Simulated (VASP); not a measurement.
A run of VASP 6.6.1 is set up as follows.

The input INCAR:

```
SYSTEM = Nb3B5
PREC     = Accurate       ! precision mode
ENCUT    = 600            ! plane-wave cutoff, eV
EDIFF    = 1E-6           ! SCF threshold, eV
ISMEAR   = 0              ! smearing method
SIGMA    = 0.2            ! smearing width, eV
LREAL    = .FALSE.        ! projectors in reciprocal space
LASPH    = .TRUE.         ! aspherical terms in the spheres
NELM     = 60             ! most SCF steps
ALGO     = Normal         ! electronic algorithm
ISIF     = 3              ! what is computed and relaxed
LWAVE    = .FALSE.        ! write WAVECAR
LCHARG   = .FALSE.        ! write CHGCAR
GGA      = PE             ! functional
IBRION   = 2              ! ionic algorithm
NSW      = 36             ! ionic steps
EDIFFG   = -0.08          ! ionic threshold
```

KPOINTS

```
Automatic mesh
0
G
  6 6 2
  0 0 0
```

The input POSCAR:

```
Nb3B5
1.0
    3.1500000000      0.0000000000      0.0000000000
   -1.5750000000      2.7279800200      0.0000000000
    0.0000000000      0.0000000000      9.6000000000
Nb B
3 5
Direct
    0.0000000000      0.0000000000      0.1560000000
    0.0000000000      0.0000000000      0.8440000000
    0.0000000000      0.0000000000      0.5000000000
    0.3333333300      0.6666666700      0.0000000000
    0.3333333300      0.6666666700      0.3280000000
    0.6666666700      0.3333333300      0.3280000000
    0.3333333300      0.6666666700      0.6720000000
    0.6666666700      0.3333333300      0.6720000000
```

Potentials or basis: VASP PAW PBE potentials, release 64 (Nb_sv, B).

Command:

```sh
$ cat potpaw_PBE.64/Nb_sv/POTCAR potpaw_PBE.64/B/POTCAR > POTCAR
$ mpirun -np 1 vasp_std > vasp.out
```

(1) What does it give for the relaxed volume?

(2) Predict the space group after relaxing (to 0.05 Å).

(3) What does it give for the band gap on the k mesh?

(4) Predict the relaxed cell.

Answers

(1) 10.16 Å³/atom.

(2) P-6m2 (No. 187).

(3) zero (band 27 reaches 11.47 eV, above the bottom of band 28 at 11.13 eV).

(4) a = 3.118 Å, b = 3.118 Å, c = 9.650 Å, α = 90.00°, β = 90.00°, γ = 120.00°.

Caveat: the k points lie up to 0.39 Å⁻¹ apart in the final cell.
